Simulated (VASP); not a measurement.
Write the native input for VASP 6.6.1 that does the following.

```yaml
Task: single point
Functional: PBE
Potentials_or_basis: VASP PAW PBE potentials, release 64 (B, N)
Cutoff: 600 eV
k_mesh: 8 × 8 × 8
Occupations: gaussian, width 0.01 eV
Spin: no spin polarisation
Hubbard_terms: N p U = 5.1 eV
Dipole_correction: no
Further_INCAR_settings: ALGO = Normal; EDIFF = 1e-06; NBANDS = 11
```

The structure of BN lies in POSCAR:

```
BN
1.0
    0.0000000000      1.8130010000      1.8130010000
    1.8130010000      0.0000000000      1.8130010000
    1.8130010000      1.8130010000      0.0000000000
B N
1 1
Direct
    0.0000000000      0.0000000000      0.0000000000
    0.7500000000      0.7500000000      0.7500000000
```

The input as run:

INCAR

```
PREC     = Accurate       # precision mode
ENCUT    = 600            # plane-wave cutoff, eV
EDIFF    = 1E-6           # SCF threshold, eV
ISMEAR   = 0              # smearing method
SIGMA    = 0.01           # smearing width, eV
LREAL    = F              # projectors in reciprocal space
LASPH    = T              # aspherical terms in the spheres
NELM     = 200            # most SCF steps
ALGO     = Normal         # electronic algorithm
ISIF     = 2              # what is computed and relaxed
LWAVE    = F              # write WAVECAR
LCHARG   = F              # write CHGCAR
LDAU     = T              # DFT+U
LDAUTYPE = 2            
LDAUL    = -1 1           # shell
LDAUU    = 0 5.1          # U, eV
LDAUJ    = 0 0          
LDAUPRINT= 1            
GGA      = PE             # functional
NBANDS   = 11             # bands
GGA_COMPAT= F
```

KPOINTS

```
regular mesh
0
Gamma
  8 8 8
```

Potentials or basis: VASP PAW PBE potentials, release 64 (B, N).

The run is started by

```sh
$ cat potpaw_PBE.64/B/POTCAR potpaw_PBE.64/N/POTCAR > POTCAR
$ mpirun -np 1 vasp_std > vasp.out
```

Results of the run:

```json
{
 "Pressure": "2.0 GPa",
 "Band gap on the k mesh": "4.36 eV (least direct gap 8.71 eV)"
}
```

Wall time 5.7 s on 1 thread of Intel Xeon 8259CL, with other jobs on the host, peak memory 0.12 GiB.
